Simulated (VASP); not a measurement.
# Li3LaTe (Pm-3m) in VASP: single point with PBE

Aim: the single point of Li3LaTe with PBE.

All numbers are computed with VASP 6.6.1; they aren't measurements. Logs are shortened: lines on timing, memory, paths and dates and some standing lists are left out, and cuts for length are marked.

## Step 1: The cell of the first run

Symmetry: Pm-3m, No. 221, cubic system. Conventional cell: a = 4.697 Å, b = 4.697 Å, c = 4.697 Å, α = 90.00°, β = 90.00°, γ = 90.00°. Within 3.1 Å of Li (site symmetry 4/mmm) lie 2 La at 2.35 Å. Within 3.1 Å of La (site symmetry m-3m) lie 6 Li at 2.35 Å. Te (site symmetry m-3m) has 12 Li at 3.32 Å and 8 La at 4.07 Å within 4.4 Å.

The cell was built from a structure type or drawn by symmetry, and may not be a known phase.

## Step 2: Single point, PBE

Input file INCAR:

```
SYSTEM = Li3LaTe
PREC = Accurate ; ENCUT = 520
EDIFF = 1E-7 ; ISMEAR = 0
SIGMA = 0.1 ; LREAL = .FALSE.
LASPH = .TRUE. ; NELM = 100
ALGO = Normal ; ISIF = 2
LWAVE = .FALSE. ; LCHARG = .FALSE.
GGA = PE ; NBANDS = 21
```

Input file KPOINTS:

```
regular mesh
0
G
  4 4 4
  0 0 0
```

Input file POSCAR:

```
Li3LaTe
1.0
    4.6968309000      0.0000000000      0.0000000000
    0.0000000000      4.6968309000      0.0000000000
    0.0000000000      0.0000000000      4.6968309000
Li La Te
3 1 1
Direct
    0.5000000000      0.0000000000      0.0000000000
    0.0000000000      0.5000000000      0.0000000000
    0.0000000000      0.0000000000      0.5000000000
    0.0000000000      0.0000000000      0.0000000000
    0.5000000000      0.5000000000      0.5000000000
```

Potentials or basis: VASP PAW PBE potentials, release 64 (Li_sv, La, Te).

Command:

```bash
cat potpaw_PBE.64/Li_sv/POTCAR potpaw_PBE.64/La/POTCAR potpaw_PBE.64/Te/POTCAR > POTCAR
mpirun -np 1 vasp_std > vasp.out
```

OUTCAR:

```text
SYSTEM = Li3LaTe
   PREC = Accurate
   ENCUT = 520
   EDIFF = 1E-7
   ISMEAR = 0
   LREAL = .FALSE.
   LASPH = .TRUE.
   NELM = 100
   ISIF = 2
   GGA = PE

 ion  position               nearest neighbor table
   1  0.500  0.000  0.000-   4 2.35   4 2.35
   2  0.000  0.500  0.000-   4 2.35   4 2.35
   3  0.000  0.000  0.500-   4 2.35   4 2.35
   4  0.000  0.000  0.000-   1 2.35   2 2.35   3 2.35   3 2.35   2 2.35   1 2.35
   5  0.500  0.500  0.500-

  LATTYP: Found a simple cubic cell.
 ALAT       =     4.6968309000

  Lattice vectors:

 A1 = (   4.6968309000,   0.0000000000,   0.0000000000)
 A2 = (   0.0000000000,   4.6968309000,   0.0000000000)
 A3 = (   0.0000000000,   0.0000000000,   4.6968309000)

Analysis of symmetry for initial positions (statically):
=====================================================================
 Subroutine PRICEL returns:
 Original cell was already a primitive cell.

 Routine SETGRP: Setting up the symmetry group for a
 simple cubic supercell.

 Subroutine GETGRP returns: Found 48 space group operations
 (whereof 48 operations were pure point group operations)
 out of a pool of 48 trial point group operations.

The static configuration has the point symmetry O_h .

Analysis of symmetry for dynamics (positions and initial velocities):
=====================================================================
 Subroutine PRICEL returns:
 Original cell was already a primitive cell.

 Routine SETGRP: Setting up the symmetry group for a
 simple cubic supercell.

 Subroutine GETGRP returns: Found 48 space group operations
 (whereof 48 operations were pure point group operations)
 out of a pool of 48 trial point group operations.

The dynamic configuration has the point symmetry O_h .

 Subroutine INISYM returns: Found 48 space group operations
 (whereof 48 operations are pure point group operations),
 and found     1 'primitive' translations

----------------------------------------------------------------------------------------

                                     Primitive cell

  volume of cell :     103.6131

  direct lattice vectors                    reciprocal lattice vectors
     4.696830900  0.000000000  0.000000000     0.212909517  0.000000000  0.000000000
     0.000000000  4.696830900  0.000000000     0.000000000  0.212909517  0.000000000
     0.000000000  0.000000000  4.696830900     0.000000000  0.000000000  0.212909517

  length of vectors
     4.696830900  4.696830900  4.696830900     0.212909517  0.212909517  0.212909517

  position of ions in fractional coordinates (direct lattice)
     0.500000000  0.000000000  0.000000000
     0.000000000  0.500000000  0.000000000
     0.000000000  0.000000000  0.500000000
     0.000000000  0.000000000  0.000000000
     0.500000000  0.500000000  0.500000000

  ion indices of the primitive-cell ions
   primitive index   ion index
                 1           1
                 2           2
                 3           3
                 4           4
                 5           5

----------------------------------------------------------------------------------------

 KPOINTS: regular mesh

Automatic generation of k-mesh.
 Grid dimensions read from file:
 generate k-points for:    4    4    4

 Generating k-lattice:

  Cartesian coordinates                     Fractional coordinates (reciprocal lattice)
     0.053227379  0.000000000  0.000000000     0.250000000  0.000000000  0.000000000
     0.000000000  0.053227379  0.000000000     0.000000000  0.250000000  0.000000000
     0.000000000  0.000000000  0.053227379     0.000000000  0.000000000  0.250000000

  Length of vectors
     0.053227379  0.053227379  0.053227379

  Shift w.r.t. Gamma in fractional coordinates (k-lattice)
     0.000000000  0.000000000  0.000000000

 Subroutine IBZKPT returns following result:
 ===========================================

 Found     10 irreducible k-points:

 Following reciprocal coordinates:
            Coordinates               Weight
  0.000000  0.000000  0.000000      1.000000
  0.250000  0.000000  0.000000      6.000000
  0.500000  0.000000  0.000000      3.000000
  0.250000  0.250000  0.000000     12.000000
  0.500000  0.250000  0.000000     12.000000
  0.500000  0.500000  0.000000      3.000000
  0.250000  0.250000  0.250000      8.000000
  0.500000  0.250000  0.250000     12.000000
  0.500000  0.500000  0.250000      6.000000
  0.500000  0.500000  0.500000      1.000000
   k-points           NKPTS =     10   k-points in BZ     NKDIM =     10   number of bands    NBANDS=     21
   number of dos      NEDOS =    301   number of ions     NIONS =      5
   total plane-waves  NPLWV =  46656
   dimension x,y,z NGX =    36 NGY =   36 NGZ =   36
   dimension x,y,z NGXF=    72 NGYF=   72 NGZF=   72
   ions per type =               3   1   1
   NGX,Y,Z   is equivalent  to a cutoff of  12.74, 12.74, 12.74 a.u.
   NGXF,Y,Z  is equivalent  to a cutoff of  25.48, 25.48, 25.48 a.u.
 SYSTEM =  Li3LaTe
   PREC   = accura    normal or accurate (medium, high low for compatibility)
   ISTART =      0    job   : 0-new  1-cont  2-samecut
   ICHARG =      2    charge: 1-file 2-atom 10-const
   ISPIN  =      1    spin polarized calculation?
   LNONCOLLINEAR =      F non collinear calculations
   LSORBIT =      F    spin-orbit coupling
   LASPH  =      T    aspherical Exc in radial PAW
   ENCUT  =  520.0 eV  38.22 Ry    6.18 a.u.   8.73  8.73  8.73*2*pi/ulx,y,z
   NELM   =    100;   NELMIN=  2; NELMDL= -5     # of ELM steps
   EDIFF  = 0.1E-06   stopping-criterion for ELM
   LREAL  =      F    real-space projection
   EDIFFG = 0.1E-05   stopping-criterion for IOM
   NSW    =      0    number of steps for IOM
   IBRION =     -1    ionic relax: 0-MD 1-quasi-New 2-CG
   NFREE  =      0    steps in history (QN), initial steepest desc. (CG)
   ISIF   =      2    stress and relaxation
   ISYM   =      2    0-nonsym 1-usesym 2-fastsym
   POTIM  = 0.5000    time-step for ionic-motion
   TEBEG  =    0.0;   TEEND  =   0.0 temperature during run
   PSTRESS=    0.0 pullay stress
   NELECT =      26.0000    total number of electrons
   NUPDOWN=      -1.0000    fix difference up-down
   EMIN   =  10.00;   EMAX   =-10.00  energy-range for DOS
   EFERMI =   0.00;   METHOD = LEGACY
   ISMEAR =     0;   SIGMA  =   0.10  broadening in eV -4-tet -1-fermi 0-gaus
   EFERMI_NEDOS =   21; number of points for ismear=-14 and -15
   IALGO  =     38    algorithm
   IMIX   =      4    mixing-type and parameters
     AMIX     =   0.40;   BMIX     =  1.00
     AMIX_MAG =   1.60;   BMIX_MAG =  1.00
  volume/ion in A,a.u.               =      20.72       139.84
  Fermi-wavevector in a.u.,A,eV,Ry     =   1.032589  1.951311 14.507090  1.066241
  Thomas-Fermi vector in A             =   2.166795
   LORBIT       =      0    0 simple, 1 ext, 2 COOP (PROOUT), +10 PAW based schemes
   GGA     = PE    functional components
   LHFCALC =     F    Hartree Fock is set to
   AEXX    =    0.0000 exact exchange contribution
   IVDW    =     0    specifies the selected vdW correction
   LEPSILON=     F    determine dielectric tensor
   LRPA    =     F    only Hartree local field effects (RPA)
 non-spin polarized calculation
 Gauss-broadening in eV      SIGMA  =   0.10
  energy-cutoff  :      520.00
  volume of cell :      103.61
 maximum number of plane-waves:      2826
 NGX is ok and might be reduce to    36
   NGX = 17   NGY = 17   NGZ = 17

 number of electron      25.9999976 magnetization

 Free energy of the ion-electron system (eV)
  ---------------------------------------------------
  ext. energy  EPLUGINS =         0.00000000
  ---------------------------------------------------
  free energy    TOTEN  =        -7.76132255 eV

  energy without entropy =       -7.70241500  energy(sigma->0) =       -7.73186877

 E-fermi :   6.2443     XC(G=0):  -9.1339

 val. band max:        6.2403278806   @ k =   0.5000   0.2500   0.0000
 cond. band min:       6.2715136930   @ k =   0.5000   0.5000   0.0000
 fundamental gap:      0.0311858123
 Fermi energy:         6.2443338565

 k-point     1 :       0.0000    0.0000    0.0000
  band No.  band energies     occupation
      1     -41.8552      2.00000
      2     -41.8370      2.00000
      3     -41.8370      2.00000
      4     -27.3497      2.00000
      5     -11.4377      2.00000
      6     -11.4377      2.00000
[... 13 lines left out ...]
     20       7.2202      0.00000
     21       7.3768      0.00000

 k-point     2 :       0.2500    0.0000    0.0000
  band No.  band energies     occupation
      1     -41.8527      2.00000
      2     -41.8391      2.00000
      3     -41.8371      2.00000
      4     -27.3588      2.00000
      5     -11.4310      2.00000
      6     -11.4310      2.00000
[... 13 lines left out ...]
     20       7.3727      0.00000
     21       7.5104      0.00000

 k-point     3 :       0.5000    0.0000    0.0000
  band No.  band energies     occupation
      1     -41.8492      2.00000
      2     -41.8423      2.00000
      3     -41.8371      2.00000
      4     -27.3680      2.00000
      5     -11.4243      2.00000
      6     -11.4243      2.00000
[... 13 lines left out ...]
     20       7.5383      0.00000
     21       7.5621      0.00000
[... 121 lines left out ...]
 k-point     9 :       0.5000    0.5000    0.2500
  band No.  band energies     occupation
      1     -41.8426      2.00000
      2     -41.8422      2.00000
      3     -41.8422      2.00000
      4     -27.3955      2.00000
      5     -11.3533      2.00000
      6     -11.3023      2.00000
[... 13 lines left out ...]
     20       7.4616      0.00000
     21       7.5122      0.00000

 k-point    10 :       0.5000    0.5000    0.5000
  band No.  band energies     occupation
      1     -41.8422      2.00000
      2     -41.8422      2.00000
      3     -41.8422      2.00000
      4     -27.4046      2.00000
      5     -11.2937      2.00000
      6     -11.2937      2.00000
[... 13 lines left out ...]
     20       7.5981      0.00000
     21       7.6908      0.00000

------------------------ aborting loop because EDIFF is reached ----------------------------------------

  FORCE on cell =-STRESS in cart. coord.  units (eV):
  Direction    XX          YY          ZZ          XY          YZ          ZX
  --------------------------------------------------------------------------------------
  -------------------------------------------------------------------------------------
  Total        5.5702731      5.5702731      5.5702731      0.0000000      0.0000000      0.0000000
  in kB       86.1335397     86.1335397     86.1335397      0.0000000      0.0000000      0.0000000
  external PRESSURE =      86.1335397 kB  Pullay stress =       0.0000000 kB

 VOLUME and BASIS-vectors are now :
 -----------------------------------------------------------------------------
  energy-cutoff  :      520.00
  volume of cell :      103.61
      direct lattice vectors                 reciprocal lattice vectors
     4.696830900  0.000000000  0.000000000     0.212909517  0.000000000  0.000000000
     0.000000000  4.696830900  0.000000000     0.000000000  0.212909517  0.000000000
     0.000000000  0.000000000  4.696830900     0.000000000  0.000000000  0.212909517

 POSITION                                       TOTAL-FORCE (eV/Angst)
 -----------------------------------------------------------------------------------
      2.34842      0.00000      0.00000         0.000000      0.000000      0.000000
      0.00000      2.34842      0.00000         0.000000      0.000000      0.000000
      0.00000      0.00000      2.34842         0.000000      0.000000      0.000000
      0.00000      0.00000      0.00000         0.000000      0.000000      0.000000
      2.34842      2.34842      2.34842         0.000000      0.000000      0.000000
 -----------------------------------------------------------------------------------
    total drift:                                0.000000      0.000000     -0.000000

  FREE ENERGIE OF THE ION-ELECTRON SYSTEM (eV)
  ---------------------------------------------------
  free  energy   TOTEN  =        -7.7613225456 eV

  energy  without entropy=       -7.7024150001  energy(sigma->0) =       -7.73186877
```

Run time: 74 s. Hardware: 1 thread of AMD EPYC 7R43 (Zen 3), shared host; peak memory 0.19 GiB.

What came out:

- Free energy: -7.7613 eV
- Band gap on the k mesh: zero (bands 13 and 14 overlap by 0.90 eV)

Caveat: the cutoff is under 1.25 times the usual one of these potentials, so pressure, stress and relaxed cells hold a basis-set (Pulay) error; spin-orbit coupling is left out, which moves the levels of the heavy elements.
